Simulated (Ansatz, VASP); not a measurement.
**B2P3: VASP beside Ansatz**

The input INCAR:

```
PREC = Accurate
ENCUT = 910
EDIFF = 1E-7
ISMEAR = 0
SIGMA = 0.1
LREAL = F
LASPH = T
NELM = 120
ALGO = Normal
ISIF = 3
LWAVE = F
LCHARG = F
GGA = PE
IBRION = 2
NSW = 90
EDIFFG = -0.04
GGA_COMPAT = F
NELMIN = 4
```

KPOINTS

```
regular mesh
0
Gamma
  6 6 4
```

File POSCAR:

```
B2P3
1.0
    3.7381650000      0.0000000000      0.0000000000
   -1.8690825000      3.2373458600      0.0000000000
    0.0000000000      0.0000000000      6.0135170900
B P
2 3
Direct
    0.3333333300      0.6666666700      0.8330824800
    0.6666666700      0.3333333300      0.8330824800
    0.3333333300      0.6666666700      0.3743722500
    0.6666666700      0.3333333300      0.3743722500
    0.0000000000      0.0000000000      0.6352225800
```

Input for Ansatz:

```yaml
crystal:
  lattice:
    - [3.738165, 0.0, 0.0]
    - [-1.8690825, 3.23734586, 0.0]
    - [0.0, 0.0, 6.01351709]
  atoms:
    - { symbol: B, position: [0.33333333, 0.66666667, 0.83308248] }
    - { symbol: B, position: [0.66666667, 0.33333333, 0.83308248] }
    - { symbol: P, position: [0.33333333, 0.66666667, 0.37437225] }
    - { symbol: P, position: [0.66666667, 0.33333333, 0.37437225] }
    - { symbol: P, position: [0.0, 0.0, 0.63522258] }
basis:
  ecutwfc: 420
kpoints:
  mp_grid: { grid: [6, 6, 4] }
hamiltonian:
  xc: pbe
scf:
  occupations: { method: gaussian, width: 0.1 }
  lower_state_search: "off"
output:
  forces: true
  stress: true
  eigenvalues: true
relax:
  adjacent_minimum: "off"
  f_tol: 0.04
  max_steps: 70
  cell: { stress_tol: 0.4 }
```

Alike in both runs: task relaxation of cell and atoms; functional PBE; k mesh 6 × 6 × 4; occupations gaussian, width 0.1 eV; no spin polarisation.

|  | VASP | Ansatz |
| --- | --- | --- |
| version | VASP 6.6.1 | Ansatz 0.2.0 |
| potentials or method | VASP PAW PBE potentials, release 64 (B_h, P), cutoff 910 eV | scalar-relativistic, plane waves, PAW |
| valence electrons in the cell | 21 | 21 |

```tsv
	VASP	Ansatz	Ansatz less VASP
gap on the k mesh at the Fermi level, each at its own relaxed structure (eV)	none	none	-
relaxed volume (Å³/atom)	11.55	11.44	-0.109
relaxed cell length with the largest relative difference (Å)	4.505	4.135	-0.3701
```

A gap of «none» marks a metal or a gap that the smearing closes. One of these differences is far larger than is usual between the two programs; its cause wasn't traced.

Noted on VASP's run: the volume moved by over 15 % at a fixed basis, so the end points are rough; too few bands were computed for a metal, which touches its energy and stress.
